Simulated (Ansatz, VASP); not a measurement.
One calculation of Ir3Ru2, two programs

Contents of INCAR:

```
SYSTEM = Ir3Ru2
PREC = Accurate
ENCUT = 520
EDIFF = 1E-7
ISMEAR = 0
SIGMA = 0.1
LREAL = .FALSE.
LASPH = .TRUE.
NELM = 80
ALGO = Normal
ISIF = 2
LWAVE = .FALSE.
LCHARG = .FALSE.
GGA = PE
NBANDS = 66
```

KPOINTS

```
regular mesh
0
G
  6 6 1
  0 0 0
```

POSCAR

```
Ir3Ru2
1.0
    2.7339499100      0.0000000000      0.0000000000
   -1.3669749600      2.3676700800      0.0000000000
    0.0000000000      0.0000000000     21.4392485100
Ru Ir
4 6
Direct
    0.3333333300      0.6666666700      0.1500000000
    0.3333333300      0.6666666700      0.7500000000
    0.6666666700      0.3333333300      0.2500000000
    0.6666666700      0.3333333300      0.8500000000
    0.3333333300      0.6666666700      0.9500000000
    0.3333333300      0.6666666700      0.3500000000
    0.3333333300      0.6666666700      0.5500000000
    0.6666666700      0.3333333300      0.0500000000
    0.6666666700      0.3333333300      0.4500000000
    0.6666666700      0.3333333300      0.6500000000
```

Input for Ansatz:

```yaml
crystal:
  lattice:
    - [2.73394991, 0.0, 0.0]
    - [-1.36697496, 2.36767008, 0.0]
    - [0.0, 0.0, 21.43924851]
  atoms:
    - { symbol: Ru, position: [0.33333333, 0.66666667, 0.15] }
    - { symbol: Ru, position: [0.33333333, 0.66666667, 0.75] }
    - { symbol: Ru, position: [0.66666667, 0.33333333, 0.25] }
    - { symbol: Ru, position: [0.66666667, 0.33333333, 0.85] }
    - { symbol: Ir, position: [0.33333333, 0.66666667, 0.95] }
    - { symbol: Ir, position: [0.33333333, 0.66666667, 0.35] }
    - { symbol: Ir, position: [0.33333333, 0.66666667, 0.55] }
    - { symbol: Ir, position: [0.66666667, 0.33333333, 0.05] }
    - { symbol: Ir, position: [0.66666667, 0.33333333, 0.45] }
    - { symbol: Ir, position: [0.66666667, 0.33333333, 0.65] }
basis:
  ecutwfc: 420
kpoints:
  mp_grid: { grid: [6, 6, 1] }
hamiltonian:
  xc: pbe
scf:
  occupations: { method: gaussian, width: 0.1 }
  lower_state_search: "off"
output:
  forces: true
  stress: true
  eigenvalues: true
```

Alike in both runs: task single point; functional PBE; k mesh 6 × 6 × 1; occupations gaussian, width 0.1 eV; no spin polarisation.

|  | VASP | Ansatz |
| --- | --- | --- |
| version | VASP 6.6.1 | Ansatz 0.2.0 |
| potentials or method | VASP PAW PBE potentials, release 64 (Ru_pv, Ir), cutoff 520 eV | scalar-relativistic, plane waves, PAW |
| valence electrons in the cell | 110 | 166 |

Ansatz gave:

| Property | Result |
| --- | --- |
| gap on the k mesh at the Fermi level (eV) | none |
| pressure (GPa) | 10.5 |
| traceless stress, the component that is largest in VASP (GPa) | 0.54 |
| rms of the force components (eV/Å) | 0.386 |

Task: Estimate VASP's values.

Result: gap on the k mesh at the Fermi level (eV): none; pressure (GPa): 10.9; traceless stress, the component that is largest in VASP (GPa): 0.54; rms of the force components (eV/Å): 0.399.

Atom by atom the forces differ by 0.014 eV/Å (rms over components). A gap of «none» marks a metal or a gap that the smearing closes. VASP's potentials hold 110 valence electrons a cell and Ansatz's 166, so a difference there can come from the potentials and not from the codes.

The k mesh is coarse, so the values compare programs but aren't converged. Spin-orbit coupling is off throughout.
